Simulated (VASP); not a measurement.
# Gd (P6_3/mmc) in VASP: further runs

Runs on Gd. Level: LDA+U. Tasks: single point.

All numbers are computed with VASP 6.6.1; they aren't measurements. Logs are shortened: lines on timing, memory, paths and dates and some standing lists are left out, and cuts for length are marked.

## 1. The cell of the first run

The structure is hexagonal, space group P6_3/mmc (No. 194). The conventional cell has a = 3.640 Å, b = 3.640 Å, c = 5.780 Å, α = 90.00°, β = 90.00°, γ = 120.00°. Within 4.7 Å of Gd (site symmetry -6m2) lie 12 Gd at 3.57 to 3.64 Å.

## 2. Single point, LDA+U, collinear spin, antiferromagnetic start

Input file INCAR:

```
PREC = Accurate
ENCUT = 520
EDIFF = 1E-6
ISMEAR = 0
SIGMA = 0.05
LREAL = F
LASPH = T
NELM = 150
ALGO = Normal
ISIF = 2
LWAVE = F
LCHARG = F
ISPIN = 2
MAGMOM = 7 -7
LORBIT = 11
LMAXMIX = 6
LDAU = T
LDAUTYPE = 2
LDAUL = 3
LDAUU = 6
LDAUJ = 0
LDAUPRINT = 1
GGA = CA
NBANDS = 29
```

Input file KPOINTS:

```
Automatic mesh
0
Gamma
  4 4 3
```

Input file POSCAR:

```
Gd
1.0
    3.6399995402      0.0000000000      0.0000000000
   -1.8199997701      3.1523320716      0.0000000000
    0.0000000000      0.0000000000      5.7803192698
Gd
2
Direct
    0.3333333333      0.6666666667      0.7500000000
    0.6666666667      0.3333333333      0.2500000000
```

Potentials or basis: VASP PAW PBE potentials, release 64 (Gd).

Launch:

```console
$ cat potpaw_PBE.64/Gd/POTCAR > POTCAR
$ mpirun -np 1 vasp_std > vasp.out
```

OUTCAR:

```text
PREC = Accurate
   ENCUT = 520
   EDIFF = 1E-6
   ISMEAR = 0
   LREAL = F
   LASPH = T
   NELM = 150
   ISIF = 2
   ISPIN = 2
   LORBIT = 11
   GGA = CA

 ion  position               nearest neighbor table
   1  0.333  0.667  0.750-
   2  0.667  0.333  0.250-

  LATTYP: Found a hexagonal cell.
 ALAT       =     3.6399995402
 C/A-ratio  =     1.5880000000

  Lattice vectors:

 A1 = (   3.6399995402,   0.0000000000,   0.0000000000)
 A2 = (  -1.8199997701,   3.1523320716,   0.0000000000)
 A3 = (   0.0000000000,   0.0000000000,   5.7803192698)

Analysis of symmetry for initial positions (statically):
=====================================================================
 Subroutine PRICEL returns:
 Original cell was already a primitive cell.

 Routine SETGRP: Setting up the symmetry group for a
 hexagonal supercell.

 Subroutine GETGRP returns: Found 24 space group operations
 (whereof 12 operations were pure point group operations)
 out of a pool of 24 trial point group operations.

The static configuration has the point symmetry D_3d.
 The point group associated with its full space group is D_6h.

Analysis of symmetry for dynamics (positions and initial velocities):
=====================================================================
 Subroutine PRICEL returns:
 Original cell was already a primitive cell.

 Routine SETGRP: Setting up the symmetry group for a
 hexagonal supercell.

 Subroutine GETGRP returns: Found 24 space group operations
 (whereof 12 operations were pure point group operations)
 out of a pool of 24 trial point group operations.

The dynamic configuration has the point symmetry D_3d.
 The point group associated with its full space group is D_6h.

Analysis of structural, dynamic, and magnetic symmetry:
=====================================================================
 Subroutine PRICEL returns:
 Original cell was already a primitive cell.

 Routine SETGRP: Setting up the symmetry group for a
 hexagonal supercell.

 Subroutine GETGRP returns: Found 24 space group operations
 (whereof 12 operations were pure point group operations)
 out of a pool of 24 trial point group operations.

The overall configuration has the point symmetry D_3d.
 The point group associated with its full space group is D_6h.

 Subroutine INISYM returns: Found 24 space group operations
 (whereof 12 operations are pure point group operations),
 and found     1 'primitive' translations

----------------------------------------------------------------------------------------

                                     Primitive cell

  volume of cell :      66.3262

  direct lattice vectors                    reciprocal lattice vectors
     3.639999540  0.000000000  0.000000000     0.274725309  0.158612731  0.000000000
    -1.819999770  3.152332072  0.000000000     0.000000000  0.317225463  0.000000000
[... 153 lines left out ...]

atom =   2  type =  1  l = 3

 onsite density matrix

spin component  1

  0.0015 -0.0000  0.0000  0.0000 -0.0000 -0.0000  0.0000
 -0.0000  0.0014  0.0000  0.0000  0.0000 -0.0000 -0.0000
  0.0000  0.0000  0.0006 -0.0000  0.0000 -0.0000 -0.0000
  0.0000  0.0000 -0.0000  0.0040 -0.0000  0.0000  0.0000
 -0.0000  0.0000  0.0000 -0.0000  0.0006 -0.0000  0.0000
 -0.0000 -0.0000 -0.0000  0.0000 -0.0000  0.0014  0.0000
  0.0000 -0.0000 -0.0000  0.0000  0.0000  0.0000  0.0004

spin component  2

  0.9902 -0.0000  0.0000 -0.0000  0.0000  0.0000  0.0000
 -0.0000  0.9898 -0.0000  0.0000  0.0000 -0.0000  0.0000
  0.0000 -0.0000  0.9895  0.0000 -0.0000 -0.0000  0.0000
 -0.0000  0.0000  0.0000  0.9897 -0.0000  0.0000  0.0000
  0.0000  0.0000 -0.0000 -0.0000  0.9895  0.0000  0.0000
  0.0000 -0.0000 -0.0000  0.0000  0.0000  0.9898 -0.0000
  0.0000  0.0000  0.0000  0.0000  0.0000 -0.0000  0.9894

 occupancies and eigenvectors

  o =  0.0004  v =  0.0000 -0.0000 -0.0000  0.0000  0.0000  0.0000 -1.0000  0.0000  0.0000  0.0000  0.0000  0.0000  0.0000  0.0000      0.0000  0.0000  0.0000  0.0000  0.0000  0.0000  0.0000  0.0000  0.0000  0.0000  0.0000  0.0000  0.0000  0.0000
  o =  0.0006  v =  0.0000  0.0000 -0.0000  0.0000  1.0000 -0.0000  0.0000  0.0000  0.0000  0.0000  0.0000  0.0000  0.0000  0.0000      0.0000  0.0000  0.0000  0.0000  0.0000  0.0000  0.0000  0.0000  0.0000  0.0000  0.0000  0.0000  0.0000  0.0000
  o =  0.0006  v = -0.0000  0.0000  1.0000  0.0000  0.0000  0.0000 -0.0000  0.0000  0.0000  0.0000  0.0000  0.0000  0.0000  0.0000      0.0000  0.0000  0.0000  0.0000  0.0000  0.0000  0.0000  0.0000  0.0000  0.0000  0.0000  0.0000  0.0000  0.0000
  o =  0.0014  v = -0.0000 -1.0000  0.0000  0.0000  0.0000 -0.0001  0.0000  0.0000  0.0000  0.0000  0.0000  0.0000  0.0000  0.0000      0.0000  0.0000  0.0000  0.0000  0.0000  0.0000  0.0000  0.0000  0.0000  0.0000  0.0000  0.0000  0.0000  0.0000
  o =  0.0014  v =  0.0000 -0.0001 -0.0000 -0.0000  0.0000  1.0000  0.0000  0.0000  0.0000  0.0000  0.0000  0.0000  0.0000  0.0000      0.0000  0.0000  0.0000  0.0000  0.0000  0.0000  0.0000  0.0000  0.0000  0.0000  0.0000  0.0000  0.0000  0.0000
  o =  0.0015  v = -1.0000  0.0000 -0.0000  0.0000  0.0000  0.0000 -0.0000  0.0000  0.0000  0.0000  0.0000  0.0000  0.0000  0.0000      0.0000  0.0000  0.0000  0.0000  0.0000  0.0000  0.0000  0.0000  0.0000  0.0000  0.0000  0.0000  0.0000  0.0000
  o =  0.0040  v =  0.0000  0.0000 -0.0000  1.0000 -0.0000  0.0000  0.0000  0.0000  0.0000  0.0000  0.0000  0.0000  0.0000  0.0000      0.0000  0.0000  0.0000  0.0000  0.0000  0.0000  0.0000  0.0000  0.0000  0.0000  0.0000  0.0000  0.0000  0.0000
  o =  0.9894  v =  0.0000  0.0000  0.0000  0.0000  0.0000  0.0000  0.0000 -0.0000 -0.0000  0.0000  0.0000 -0.0000  0.0000  1.0000      0.0000  0.0000  0.0000  0.0000  0.0000  0.0000  0.0000  0.0000  0.0000  0.0000  0.0000  0.0000  0.0000  0.0000
  o =  0.9895  v =  0.0000  0.0000  0.0000  0.0000  0.0000  0.0000  0.0000 -0.0000 -0.0000  0.0000  0.0000  1.0000  0.0000  0.0000      0.0000  0.0000  0.0000  0.0000  0.0000  0.0000  0.0000  0.0000  0.0000  0.0000  0.0000  0.0000  0.0000  0.0000
  o =  0.9895  v =  0.0000  0.0000  0.0000  0.0000  0.0000  0.0000  0.0000  0.0000  0.0000 -1.0000 -0.0000  0.0000 -0.0000  0.0000      0.0000  0.0000  0.0000  0.0000  0.0000  0.0000  0.0000  0.0000  0.0000  0.0000  0.0000  0.0000  0.0000  0.0000
  o =  0.9897  v =  0.0000  0.0000  0.0000  0.0000  0.0000  0.0000  0.0000 -0.0000  0.0000  0.0000 -1.0000  0.0000  0.0000  0.0000      0.0000  0.0000  0.0000  0.0000  0.0000  0.0000  0.0000  0.0000  0.0000  0.0000  0.0000  0.0000  0.0000  0.0000
  o =  0.9898  v =  0.0000  0.0000  0.0000  0.0000  0.0000  0.0000  0.0000  0.0000  1.0000  0.0000  0.0000  0.0000  0.0070  0.0000      0.0000  0.0000  0.0000  0.0000  0.0000  0.0000  0.0000  0.0000  0.0000  0.0000  0.0000  0.0000  0.0000  0.0000
  o =  0.9898  v =  0.0000  0.0000  0.0000  0.0000  0.0000  0.0000  0.0000  0.0000  0.0070  0.0000 -0.0000  0.0000 -1.0000  0.0000      0.0000  0.0000  0.0000  0.0000  0.0000  0.0000  0.0000  0.0000  0.0000  0.0000  0.0000  0.0000  0.0000  0.0000
  o =  0.9902  v =  0.0000  0.0000  0.0000  0.0000  0.0000  0.0000  0.0000  1.0000 -0.0000  0.0000 -0.0000  0.0000  0.0000  0.0000      0.0000  0.0000  0.0000  0.0000  0.0000  0.0000  0.0000  0.0000  0.0000  0.0000  0.0000  0.0000  0.0000  0.0000

 number of electron      36.0000005 magnetization      -0.0000000

 Free energy of the ion-electron system (eV)
  ---------------------------------------------------
  ext. energy  EPLUGINS =         0.00000000
  ---------------------------------------------------
  free energy    TOTEN  =       -22.47578387 eV

  energy without entropy =      -22.47152728  energy(sigma->0) =      -22.47365558

 E-fermi :   2.7252     XC(G=0): -10.2528

 val. band max:        2.4989353979   @ k =   0.2500   0.2500   0.0000
 cond. band min:       2.7286187876   @ k =   0.2500   0.0000   0.0000
 fundamental gap:      0.2296833897
 Fermi energy:         2.7251502430

 spin component 1

 k-point     1 :       0.0000    0.0000    0.0000
  band No.  band energies     occupation
      1     -42.3860      1.00000
      2     -39.4140      1.00000
      3     -19.9884      1.00000
      4     -19.6469      1.00000
      5     -19.6469      1.00000
      6     -17.6904      1.00000
[... 245 lines left out ...]
     28       5.7298      0.00000
     29       5.7561      0.00000
 Fermi energy:         2.7251502430

 spin component 2

 k-point     1 :       0.0000    0.0000    0.0000
  band No.  band energies     occupation
      1     -42.3860      1.00000
      2     -39.4140      1.00000
      3     -19.9884      1.00000
      4     -19.6469      1.00000
      5     -19.6469      1.00000
      6     -17.6904      1.00000
[... 245 lines left out ...]
     28       5.7298      0.00000
     29       5.7561      0.00000

------------------------ aborting loop because EDIFF is reached ----------------------------------------

  FORCE on cell =-STRESS in cart. coord.  units (eV):
  Direction    XX          YY          ZZ          XY          YZ          ZX
  --------------------------------------------------------------------------------------
  -------------------------------------------------------------------------------------
  Total       -1.5375474     -1.5375474     -1.7116240      0.0000000      0.0000000      0.0000000
  in kB      -37.1410343    -37.1410343    -41.3460316      0.0000000      0.0000000      0.0000000
  external PRESSURE =     -38.5427000 kB  Pullay stress =       0.0000000 kB

 VOLUME and BASIS-vectors are now :
 -----------------------------------------------------------------------------
  energy-cutoff  :      520.00
  volume of cell :       66.33
      direct lattice vectors                 reciprocal lattice vectors
     3.639999540  0.000000000  0.000000000     0.274725309  0.158612731  0.000000000
    -1.819999770  3.152332072  0.000000000     0.000000000  0.317225463  0.000000000
     0.000000000  0.000000000  5.780319270     0.000000000  0.000000000  0.173000825

 POSITION                                       TOTAL-FORCE (eV/Angst)
 -----------------------------------------------------------------------------------
     -0.00000      2.10155      4.33524        -0.000000     -0.000000      0.000000
      1.82000      1.05078      1.44508         0.000000      0.000000      0.000000
 -----------------------------------------------------------------------------------
    total drift:                               -0.000000      0.000000     -0.000000

  FREE ENERGIE OF THE ION-ELECTRON SYSTEM (eV)
  ---------------------------------------------------
  free  energy   TOTEN  =       -22.4757838688 eV

  energy  without entropy=      -22.4715272840  energy(sigma->0) =      -22.47365558

 total charge

# of ion       s       p       d       f       tot
--------------------------------------------------
    1        2.073   5.531   0.619   6.932  15.155
    2        2.073   5.531   0.619   6.932  15.155
--------------------------------------------------
tot          4.145  11.063   1.238  13.864  30.311

 magnetization (x)

# of ion       s       p       d       f       tot
--------------------------------------------------
    1        0.010  -0.054   0.190   6.913   7.059
    2       -0.010   0.054  -0.190  -6.913  -7.059
--------------------------------------------------
tot          0.000   0.000   0.000   0.000   0.000
```

It took 58 s on 1 thread of Intel Xeon Platinum 8124M at 3.00GHz (Skylake/Cascade Lake), shared host; peak memory 0.18 GiB.

What came out:

```
Free energy                                           : -22.4758 eV
Pressure                                              : -3.9 GPa
Band gap on the k mesh                                : zero (filled and empty bands overlap)
Net moment                                            : 0.00 μB per cell
Site moments                                          : Gd +7.06, -7.06 μB
Valence electrons inside the program's atomic spheres : Gd 15.15
```

Stress tensor (GPa, compression positive):
```
-3.71  0.00  0.00
 0.00 -3.71  0.00
 0.00  0.00 -4.13
```

Eigenvalues of the final occupation matrices:
```tsv
site	spin	trace	eigenvalues
site 1 f	1	6.93	0.99 0.99 0.99 0.99 0.99 0.99 0.99
site 1 f	2	0.01	0.00 0.00 0.00 0.00 0.00 0.00 0.00
site 2 f	1	0.01	0.00 0.00 0.00 0.00 0.00 0.00 0.00
site 2 f	2	6.93	0.99 0.99 0.99 0.99 0.99 0.99 0.99
```

Caveat: the k points lie up to 0.50 Å⁻¹ apart, too coarse for converged energies and pressures of a metal; the antiferromagnetic order is the one typed at the start, and another may lie lower; the PAW data sets were made with another functional, which shifts forces and pressure a little; spin-orbit coupling is left out, which moves the levels of the heavy elements. The state reached can hang on the start; a lower one may exist.

(Continued in part 2 of 2.)

The gap in the log of VASP goes by the Fermi energy; the results here count the filled bands.